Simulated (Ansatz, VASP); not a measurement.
Ir in VASP and in Ansatz

The input INCAR:

```
ALGO = Normal ; EDIFF = 1E-6
ENCUT = 520 ; GGA = PE
ISIF = 2 ; ISMEAR = -1
LASPH = True ; LCHARG = True
LELF = True ; LREAL = False
LVHAR = True ; LWAVE = False
NBANDS = 26 ; NELM = 60
PREC = Accurate ; SIGMA = 0.1
```

Contents of KPOINTS:

```
k-points
0
Gamma
  15 15 4
```

POSCAR

```
Ir
1.0
    2.7394554273      0.0000000000      0.0000000000
   -1.3697277137      2.3724379926      0.0000000000
    0.0000000000      0.0000000000      8.9495605067
Ir
4
Direct
    1.0000000000      1.0000000000      0.0000000000
    1.0000000000      1.0000000000      0.5000000000
    0.3333333333      0.6666666667      0.2500000000
    0.6666666667      0.3333333333      0.7500000000
```

Input for Ansatz:

```yaml
crystal:
  lattice:
    - [2.7394554273, 0.0, 0.0]
    - [-1.3697277137, 2.3724379926, 0.0]
    - [0.0, 0.0, 8.9495605067]
  atoms:
    - { symbol: Ir, position: [1.0, 1.0, 0.0] }
    - { symbol: Ir, position: [1.0, 1.0, 0.5] }
    - { symbol: Ir, position: [0.3333333333, 0.6666666667, 0.25] }
    - { symbol: Ir, position: [0.6666666667, 0.3333333333, 0.75] }
hamiltonian:
  xc: pbe
  pseudopotentials:
    kind: paw
    azcp:
      Ir: "pseudopotentials/Ir.paw.azcp"
basis:
  ecutwfc: 420
  fft_grid_basis: typed
kpoints:
  mp_grid: { grid: [15, 15, 4], shift: [0, 0, 0] }
magnetization:
  spin_polarized: false
scf:
  occupations: { method: fermi_dirac, width: 0.1 }
  lower_state_search: "off"
output:
  stress: true
```

Alike in both runs: task single point; functional PBE; k mesh 15 × 15 × 4; occupations fermi-dirac, width 0.1 eV; no spin polarisation.

```csv
,VASP,Ansatz
version,VASP 6.6.1,Ansatz 0.2.0
potentials or method,"VASP PAW PBE potentials, release 64 (Ir), cutoff 520 eV","plane waves (420 eV) with PAW, scalar-relativistic"
valence electrons in the cell,36,68
```

VASP gave:

| Property | Result |
| --- | --- |
| pressure (GPa) | 0.3 |

Which values does Ansatz return?

Pressure (GPa): -0.2.

The functional is the same, so the differences come from potentials, cutoffs and numerics. VASP's potentials hold 36 valence electrons a cell and Ansatz's 68, so a difference there can come from the potentials and not from the codes.

Neither program's run includes spin-orbit coupling.
